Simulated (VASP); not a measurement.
# K2S (Fm-3m) in VASP: further runs

Runs on K2S. Level: PBEsol. Tasks: relaxation of cell and atoms.

Everything below comes from runs of VASP 6.6.1. Logs are shortened: lines on timing, memory, paths and dates and some standing lists are left out, and cuts for length are marked.

### 1 The cell of the first run

Symmetry: Fm-3m, No. 225, cubic system. Conventional cell: a = 7.336 Å, b = 7.336 Å, c = 7.336 Å, α = 90.00°, β = 90.00°, γ = 90.00°. K (site symmetry -43m) has 4 S at 3.18 Å and 6 K at 3.67 Å within 4.2 Å. Within 4.2 Å of S (site symmetry m-3m) lie 8 K at 3.18 Å.

### 2 Relaxation of cell and atoms, PBEsol, target pressure 2 GPa, at which the enthalpy is minimised

Contents of INCAR:

```
ALGO = Normal
EDIFF = 1E-7
EDIFFG = -0.002
ENCUT = 500
GGA = PS
GGA_COMPAT = F
IBRION = 2
ISIF = 3
ISMEAR = 0
LASPH = T
LCHARG = F
LREAL = F
LWAVE = F
NELM = 120
NELMIN = 4
NSW = 100
PREC = Accurate
PSTRESS = 20.0
SIGMA = 0.01
```

Contents of KPOINTS:

```
k-points
0
Gamma
  6 6 6
```

Contents of POSCAR:

```
K2S
1.0
    0.0000000000      3.6679105814      3.6679105814
    3.6679105814      0.0000000000      3.6679105814
    3.6679105814      3.6679105814      0.0000000000
K S
2 1
Direct
    0.2500000000      0.2500000000      0.2500000000
    0.7500000000      0.7500000000      0.7500000000
    0.0000000000      0.0000000000      0.0000000000
```

Potentials or basis: VASP PAW PBE potentials, release 64 (K_sv, S).

Command:

```sh
cat potpaw_PBE.64/K_sv/POTCAR potpaw_PBE.64/S/POTCAR > POTCAR
mpirun -np 1 vasp_std > vasp.out
```

OUTCAR:

```text
EDIFF = 1E-7
   EDIFFG = -0.002
   ENCUT = 500
   GGA = PS
   IBRION = 2
   ISIF = 3
   ISMEAR = 0
   LASPH = T
   LREAL = F
   NELM = 120
   NELMIN = 4
   NSW = 100
   PREC = Accurate
   PSTRESS = 20.0

 ion  position               nearest neighbor table
   1  0.250  0.250  0.250-   3 3.18   3 3.18   3 3.18   3 3.18   2 3.67   2 3.67   2 3.67   2 3.67
                             2 3.67   2 3.67
   2  0.750  0.750  0.750-   3 3.18   3 3.18   3 3.18   3 3.18   1 3.67   1 3.67   1 3.67   1 3.67
                             1 3.67   1 3.67
   3  0.000  0.000  0.000-   2 3.18   2 3.18   2 3.18   1 3.18   1 3.18   1 3.18   2 3.18   1 3.18

  LATTYP: Found a face centered cubic cell.
 ALAT       =     7.3358211628

  Lattice vectors:

 A1 = (   0.0000000000,   3.6679105814,   3.6679105814)
 A2 = (   3.6679105814,   0.0000000000,   3.6679105814)
 A3 = (   3.6679105814,   3.6679105814,   0.0000000000)

Analysis of symmetry for initial positions (statically):
=====================================================================
 Subroutine PRICEL returns:
 Original cell was already a primitive cell.

 Routine SETGRP: Setting up the symmetry group for a
 face centered cubic supercell.

 Subroutine GETGRP returns: Found 48 space group operations
 (whereof 48 operations were pure point group operations)
 out of a pool of 48 trial point group operations.

The static configuration has the point symmetry O_h .

Analysis of symmetry for dynamics (positions and initial velocities):
=====================================================================
 Subroutine PRICEL returns:
 Original cell was already a primitive cell.

 Routine SETGRP: Setting up the symmetry group for a
 face centered cubic supercell.

 Subroutine GETGRP returns: Found 48 space group operations
 (whereof 48 operations were pure point group operations)
 out of a pool of 48 trial point group operations.

The dynamic configuration has the point symmetry O_h .

 Subroutine INISYM returns: Found 48 space group operations
 (whereof 48 operations are pure point group operations),
 and found     1 'primitive' translations

----------------------------------------------------------------------------------------

                                     Primitive cell

  volume of cell :      98.6930

  direct lattice vectors                    reciprocal lattice vectors
     0.000000000  3.667910581  3.667910581    -0.136317391  0.136317391  0.136317391
     3.667910581  0.000000000  3.667910581     0.136317391 -0.136317391  0.136317391
     3.667910581  3.667910581  0.000000000     0.136317391  0.136317391 -0.136317391

  length of vectors
     5.187208890  5.187208890  5.187208890     0.236108647  0.236108647  0.236108647

  position of ions in fractional coordinates (direct lattice)
     0.250000000  0.250000000  0.250000000
     0.750000000  0.750000000  0.750000000
     0.000000000  0.000000000  0.000000000

  ion indices of the primitive-cell ions
   primitive index   ion index
                 1           1
                 2           2
                 3           3

----------------------------------------------------------------------------------------

 KPOINTS: k-points

Automatic generation of k-mesh.
 Grid dimensions read from file:
 generate k-points for:    6    6    6

 Generating k-lattice:

  Cartesian coordinates                     Fractional coordinates (reciprocal lattice)
    -0.022719565  0.022719565  0.022719565     0.166666667  0.000000000  0.000000000
     0.022719565 -0.022719565  0.022719565     0.000000000  0.166666667  0.000000000
     0.022719565  0.022719565 -0.022719565     0.000000000  0.000000000  0.166666667

  Length of vectors
     0.039351441  0.039351441  0.039351441

  Shift w.r.t. Gamma in fractional coordinates (k-lattice)
     0.000000000  0.000000000  0.000000000

 Subroutine IBZKPT returns following result:
 ===========================================

 Found     16 irreducible k-points:

 Following reciprocal coordinates:
            Coordinates               Weight
  0.000000  0.000000  0.000000      1.000000
  0.166667  0.000000  0.000000      8.000000
  0.333333  0.000000  0.000000      8.000000
  0.500000  0.000000  0.000000      4.000000
  0.166667  0.166667  0.000000      6.000000
  0.333333  0.166667  0.000000     24.000000
[... 8 lines left out ...]
 -0.333333  0.333333  0.166667     24.000000
 -0.333333  0.500000  0.166667     12.000000
   k-points           NKPTS =     16   k-points in BZ     NKDIM =     16   number of bands    NBANDS=     16
   number of dos      NEDOS =    301   number of ions     NIONS =      3
   total plane-waves  NPLWV =  64000
   dimension x,y,z NGX =    40 NGY =   40 NGZ =   40
   dimension x,y,z NGXF=    80 NGYF=   80 NGZF=   80
   ions per type =               2   1
   NGX,Y,Z   is equivalent  to a cutoff of  12.82, 12.82, 12.82 a.u.
   NGXF,Y,Z  is equivalent  to a cutoff of  25.64, 25.64, 25.64 a.u.
 SYSTEM =  unknown system
   PREC   = accura    normal or accurate (medium, high low for compatibility)
   ISTART =      0    job   : 0-new  1-cont  2-samecut
   ICHARG =      2    charge: 1-file 2-atom 10-const
   ISPIN  =      1    spin polarized calculation?
   LNONCOLLINEAR =      F non collinear calculations
   LSORBIT =      F    spin-orbit coupling
   LASPH  =      T    aspherical Exc in radial PAW
   ENCUT  =  500.0 eV  36.75 Ry    6.06 a.u.   9.46  9.46  9.46*2*pi/ulx,y,z
   NELM   =    120;   NELMIN=  4; NELMDL= -5     # of ELM steps
   EDIFF  = 0.1E-06   stopping-criterion for ELM
   LREAL  =      F    real-space projection
   EDIFFG = -.2E-02   stopping-criterion for IOM
   NSW    =    100    number of steps for IOM
   IBRION =      2    ionic relax: 0-MD 1-quasi-New 2-CG
   NFREE  =      1    steps in history (QN), initial steepest desc. (CG)
   ISIF   =      3    stress and relaxation
   ISYM   =      2    0-nonsym 1-usesym 2-fastsym
   POTIM  = 0.5000    time-step for ionic-motion
   TEBEG  =    0.0;   TEEND  =   0.0 temperature during run
   PSTRESS=   20.0 pullay stress
   NELECT =      24.0000    total number of electrons
   NUPDOWN=      -1.0000    fix difference up-down
   EMIN   =  10.00;   EMAX   =-10.00  energy-range for DOS
   EFERMI =   0.00;   METHOD = LEGACY
   ISMEAR =     0;   SIGMA  =   0.01  broadening in eV -4-tet -1-fermi 0-gaus
   EFERMI_NEDOS =   21; number of points for ismear=-14 and -15
   IALGO  =     38    algorithm
   IMIX   =      4    mixing-type and parameters
     AMIX     =   0.40;   BMIX     =  1.00
     AMIX_MAG =   1.60;   BMIX_MAG =  1.00
  volume/ion in A,a.u.               =      32.90       222.00
  Fermi-wavevector in a.u.,A,eV,Ry     =   1.021841  1.930999 14.206636  1.044158
  Thomas-Fermi vector in A             =   2.155487
   LORBIT       =      0    0 simple, 1 ext, 2 COOP (PROOUT), +10 PAW based schemes
   GGA     = PS    functional components
   LHFCALC =     F    Hartree Fock is set to
   AEXX    =    0.0000 exact exchange contribution
   IVDW    =     0    specifies the selected vdW correction
   LEPSILON=     F    determine dielectric tensor
   LRPA    =     F    only Hartree local field effects (RPA)
 conjugate gradient relaxation of ions
 non-spin polarized calculation
 Gauss-broadening in eV      SIGMA  =   0.01
  energy-cutoff  :      500.00
  volume of cell :       98.69
 maximum number of plane-waves:      2541
 NGX is ok and might be reduce to    40
   NGX = 19   NGY = 19   NGZ = 19

--------------------------------------- Ionic step        1  -------------------------------------------

 number of electron      23.9999997 magnetization

 Free energy of the ion-electron system (eV)
  ---------------------------------------------------
  ext. energy  EPLUGINS =         0.00000000
  ---------------------------------------------------
  free energy    TOTEN  =        -9.86355929 eV

  energy without entropy =       -9.86355929  energy(sigma->0) =       -9.86355929

------------------------ aborting loop because EDIFF is reached ----------------------------------------

  FORCE on cell =-STRESS in cart. coord.  units (eV):
  Direction    XX          YY          ZZ          XY          YZ          ZX
  --------------------------------------------------------------------------------------
  -------------------------------------------------------------------------------------
  Total        0.0350875      0.0350875      0.0350875      0.0000000     -0.0000000      0.0000000
  in kB        0.5696088      0.5696088      0.5696088      0.0000000     -0.0000000      0.0000000
  external PRESSURE =     -19.4303912 kB  Pullay stress =      20.0000000 kB

 VOLUME and BASIS-vectors are now :
 -----------------------------------------------------------------------------
  energy-cutoff  :      500.00
  volume of cell :       98.69
      direct lattice vectors                 reciprocal lattice vectors
     0.000000000  3.667910581  3.667910581    -0.136317391  0.136317391  0.136317391
     3.667910581  0.000000000  3.667910581     0.136317391 -0.136317391  0.136317391
     3.667910581  3.667910581  0.000000000     0.136317391  0.136317391 -0.136317391
[... 9 lines left out ...]
  FREE ENERGIE OF THE ION-ELECTRON SYSTEM (eV)
  ---------------------------------------------------
  free  energy   TOTEN  =        -9.8635592889 eV

  energy  without entropy=       -9.8635592889  energy(sigma->0) =       -9.86355929

  enthalpy is  TOTEN    =        -8.6315736997 eV   P V=        1.2319855892

--------------------------------------- Ionic step        2  -------------------------------------------

 number of electron      24.0000003 magnetization

 E-fermi :  -0.0678     XC(G=0):  -7.8366

 val. band max:       -0.1390664064   @ k =   0.5000   0.5000   0.0000
 cond. band min:       2.3475884644   @ k =   0.0000   0.0000   0.0000
 fundamental gap:      2.4866548708
 Fermi energy:        -0.0678012561

 k-point     1 :       0.0000    0.0000    0.0000
  band No.  band energies     occupation
      1     -29.0246      2.00000
      2     -28.9054      2.00000
      3     -12.7185      2.00000
      4     -12.7185      2.00000
      5     -12.7185      2.00000
      6     -12.4099      2.00000
[... 8 lines left out ...]
     15       5.2647      0.00000
     16       7.6025      0.00000
[... 391 lines left out ...]
  FREE ENERGIE OF THE ION-ELECTRON SYSTEM (eV)
  ---------------------------------------------------
  free  energy   TOTEN  =        -9.8176503008 eV

  energy  without entropy=       -9.8176503008  energy(sigma->0) =       -9.81765030

  enthalpy is  TOTEN    =        -8.6806067087 eV   P V=        1.1370435921

--------------------------------------- Ionic step        5  -------------------------------------------

 number of electron      24.0000002 magnetization

 Free energy of the ion-electron system (eV)
  ---------------------------------------------------
  ext. energy  EPLUGINS =         0.00000000
  ---------------------------------------------------
  free energy    TOTEN  =        -9.81828655 eV

  energy without entropy =       -9.81828655  energy(sigma->0) =       -9.81828655

 E-fermi :   0.0794     XC(G=0):  -7.9215

 val. band max:       -0.0546176348   @ k =   0.5000   0.5000   0.0000
 cond. band min:       2.4836063287   @ k =   0.0000   0.0000   0.0000
 fundamental gap:      2.5382239635
 Fermi energy:         0.0794435641

 k-point     1 :       0.0000    0.0000    0.0000
  band No.  band energies     occupation
      1     -28.9099      2.00000
      2     -28.7805      2.00000
      3     -12.6121      2.00000
      4     -12.6121      2.00000
      5     -12.6121      2.00000
      6     -12.2855      2.00000
[... 8 lines left out ...]
     15       5.3406      0.00000
     16       7.7584      0.00000
[... 305 lines left out ...]
 POSITION                                       TOTAL-FORCE (eV/Angst)
 -----------------------------------------------------------------------------------
      1.78591      1.78591      1.78591        -0.000000     -0.000000      0.000000
      5.35773      5.35773      5.35773         0.000000      0.000000     -0.000000
      0.00000      0.00000      0.00000        -0.000000     -0.000000     -0.000000
 -----------------------------------------------------------------------------------
    total drift:                               -0.000000     -0.000000      0.000000

  FREE ENERGIE OF THE ION-ELECTRON SYSTEM (eV)
  ---------------------------------------------------
  free  energy   TOTEN  =        -9.8182865538 eV

  energy  without entropy=       -9.8182865538  energy(sigma->0) =       -9.81828655

  enthalpy is  TOTEN    =        -8.6806097440 eV   P V=        1.1376768098

 reached required accuracy - stopping structural energy minimisation
```

It took 55 s on 1 thread of Intel Xeon 6975P-C (Granite Rapids), shared host; peak memory 0.25 GiB.

Results:

| Property | Result |
| --- | --- |
| Free energy | -9.8183 eV |
| Relaxed volume | 30.38 Å³/atom |
| Relaxed cell | a = 5.051 Å, b = 5.051 Å, c = 5.051 Å, α = 60.00°, β = 60.00°, γ = 60.00° |
| Space group after relaxing (to 0.1 Å) | Fm-3m (No. 225) |
| Energy change on relaxing (the run minimises the enthalpy) | +15.1 meV/atom |
| Ionic steps | 5 |
| Pressure after relaxing | 2.0 GPa |
| Band gap on the k mesh | 2.54 eV (least direct gap 2.86 eV) |

Step by step:
```
step  energy change (eV)  largest force (eV/Å)  pressure (GPa)  volume (Å³)
   1              0.0000                0.0000            0.06        98.69
   2              0.0244                0.0000            1.41        93.10
   3              0.0441                0.0000            1.97        91.23
   4              0.0459                0.0000            2.02        91.09
   5              0.0453                0.0000            2.00        91.14
```

Final structure:
```
K S
1.0
     0.00000    3.57182    3.57182
     3.57182    0.00000    3.57182
     3.57182    3.57182    0.00000
K S
2 1
Cartesian
  1.7859 1.7859 1.7859
  5.3577 5.3577 5.3577
  0.0000 0.0000 0.0000
```

Levels at points of the mesh, in eV from the valence-band top:
| k point | band 9 | band 10 | band 11 | band 12 | band 13 | band 14 | band 15 | band 16 |
| --- | --- | --- | --- | --- | --- | --- | --- | --- |
| (0.00, 0.00, 0.00) | -9.70 | -0.32 | -0.32 | -0.32 | 2.54 | 5.40 | 5.40 | 7.81 |
| (0.50, 0.00, 0.00) | -9.37 | -0.70 | -0.12 | -0.12 | 4.81 | 5.43 | 5.90 | 5.90 |
| (0.50, 0.50, 0.00) | -9.31 | -0.89 | 0.00 | 0.00 | 3.42 | 5.40 | 6.67 | 7.10 |

Caveat: the cell is relaxed towards a set pressure, so the run minimises the enthalpy, not the energy; the PAW data sets were made with another functional, which shifts forces and pressure a little.

### 3 Relaxation of cell and atoms, PBEsol, target pressure 4 GPa, at which the enthalpy is minimised

Contents of INCAR:

```
  PREC = Accurate
  ENCUT = 500
  EDIFF = 1E-7
  ISMEAR = 0
  SIGMA = 0.01
  LREAL = F
  LASPH = T
  NELM = 120
  ALGO = Normal
  ISIF = 3
  LWAVE = F
  LCHARG = F
  GGA = PS
  IBRION = 2
  NSW = 100
  EDIFFG = -0.002
  PSTRESS = 40.0
  GGA_COMPAT = F
  NELMIN = 4
```

Contents of KPOINTS:

```
Automatic mesh
0
Gamma
  6 6 6
```

POSCAR is that of step 2.

Potentials or basis: VASP PAW PBE potentials, release 64 (K_sv, S).

Command:

```sh
cat potpaw_PBE.64/K_sv/POTCAR potpaw_PBE.64/S/POTCAR > POTCAR
mpirun -np 1 vasp_std > vasp.out
```

Wall time 61 s (1 thread of Intel Xeon 6975P-C (Granite Rapids), shared host); peak memory 0.25 GiB.

It converged, with:

```yaml
Free_energy: -9.7183 eV
Relaxed_volume: 28.57 Å³/atom
Relaxed_cell: a = 4.949 Å, b = 4.949 Å, c = 4.949 Å, α = 60.00°, β = 60.00°, γ = 60.00°
Space_group_after_relaxing_to_0.1_Å: Fm-3m (No. 225)
Energy_change_on_relaxing_the_run_minimises_the_enthalpy: +48.4 meV/atom
Ionic_steps: 5
Pressure_after_relaxing: 4.0 GPa
Band_gap_on_the_k_mesh: 2.69 eV (least direct gap 3.09 eV)
```

The path:
| step | energy change (eV) | largest force (eV/Å) | pressure (GPa) | volume (Å³) |
| --- | --- | --- | --- | --- |
| 1 | 0.0000 | 0.0000 | 0.06 | 98.69 |
| 2 | 0.1031 | 0.0000 | 3.24 | 87.57 |
| 3 | 0.1427 | 0.0000 | 3.96 | 85.81 |
| 4 | 0.1488 | 0.0000 | 4.06 | 85.56 |
| 5 | 0.1453 | 0.0000 | 4.00 | 85.70 |

Final structure:
```cif
data_structure
_symmetry_space_group_name_H-M 'P 1'
_symmetry_Int_Tables_number 1
_cell_length_a 4.9489
_cell_length_b 4.9489
_cell_length_c 4.9489
_cell_angle_alpha 60.000
_cell_angle_beta 60.000
_cell_angle_gamma 60.000
_cell_volume 85.70
loop_
_atom_site_label
_atom_site_type_symbol
_atom_site_fract_x
_atom_site_fract_y
_atom_site_fract_z
_atom_site_occupancy
K1 K 0.25000 0.25000 0.25000 1
K2 K 0.75000 0.75000 0.75000 1
S1 S 0.00000 0.00000 0.00000 1
```

Levels at points of the mesh, in eV from the valence-band top:
```csv
k point,band 8,band 9,band 10,band 11,band 12,band 13,band 14,band 15,band 16
"(0.00, 0.00, 0.00)",-12.12,-9.77,-0.41,-0.41,-0.41,2.69,5.36,5.36,8.02
"(0.50, 0.00, 0.00)",-12.32,-9.36,-0.74,-0.17,-0.17,4.89,5.72,5.95,5.95
"(0.50, 0.50, 0.00)",-12.00,-9.29,-0.97,0.00,0.00,3.40,5.49,6.70,7.42
```

Caveat: the cell is relaxed towards a set pressure, so the run minimises the enthalpy, not the energy; the PAW data sets were made with another functional, which shifts forces and pressure a little.
